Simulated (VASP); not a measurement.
Input of a VASP 6.6.1 run:

INCAR

```
SYSTEM = Au
ALGO = Normal
EDIFF = 1E-7
ENCUT = 520
GGA = PE
ISIF = 2
ISMEAR = -1
LASPH = .TRUE.
LCHARG = .FALSE.
LREAL = .FALSE.
LWAVE = .FALSE.
NBANDS = 12
NELM = 80
PREC = Accurate
SIGMA = 0.05
```

Contents of KPOINTS:

```
k-points
0
G
  11 11 11
  0 0 0
```

File POSCAR:

```
Au
1.0
   -1.6572690000      1.6572690000      1.6572690000
    1.6572690000     -1.6572690000      1.6572690000
    1.6572690000      1.6572690000     -1.6572690000
Au
1
Direct
    0.0000000000      0.0000000000      0.0000000000
```

Potentials or basis: VASP PAW PBE potentials, release 64 (Au).

Launch:

```bash
$ cat potpaw_PBE.64/Au/POTCAR > POTCAR
$ mpirun -np 1 vasp_std > vasp.out
```

**Question.** What does it give for the pressure?

**Answer.** -1.1 GPa.
